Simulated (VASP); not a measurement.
A run of VASP 6.6.1 is set up as follows.

The input INCAR:

```
PREC = Accurate
ENCUT = 520
EDIFF = 1E-8
ISMEAR = -1
SIGMA = 0.05
LREAL = F
LASPH = T
NELM = 80
ALGO = Normal
ISIF = 2
LWAVE = F
LCHARG = F
LEFG = T
NBANDS = 16
```

File KPOINTS:

```
regular mesh
0
Gamma
  12 12 9
```

The input POSCAR:

```
ZrB2
1.0
    3.1016998290      0.0000000000      0.0000000000
   -1.5508499145      2.6861508469      0.0000000000
    0.0000000000      0.0000000000      3.5200000000
Zr B
1 2
Direct
    0.0000000000      0.0000000000      0.0000000000
    0.3333333333      0.6666666667      0.5000000000
    0.6666666667      0.3333333333      0.5000000000
```

Potentials or basis: VASP PAW LDA potentials, release 64 (Zr_sv, B).

Command:

```console
$ cat potpaw_LDA.64/Zr_sv/POTCAR potpaw_LDA.64/B/POTCAR > POTCAR
$ mpirun -np 1 vasp_std > vasp.out
```

Problem. Predict the pressure.

Solution. 3.7 GPa.

Problem. Predict the band gap on the k mesh.

Solution. Zero (bands 9 and 10 overlap by 1.33 eV).

Electric field gradients, principal values (V/Å²):
```
atom    least   middle  greatest (by size)
1 Zr  -23.826  -23.827              47.653
 2 B   -1.456   -1.456               2.911
 3 B   -1.456   -1.456               2.911
```

Caveat: the cell differs from its parent crystal (equal xx and yy strain of -2 %); the cell stands under pressure; without QUAD_EFG the Cq values of the log hold for a quadrupole moment of 1 mb, not for the nuclei.
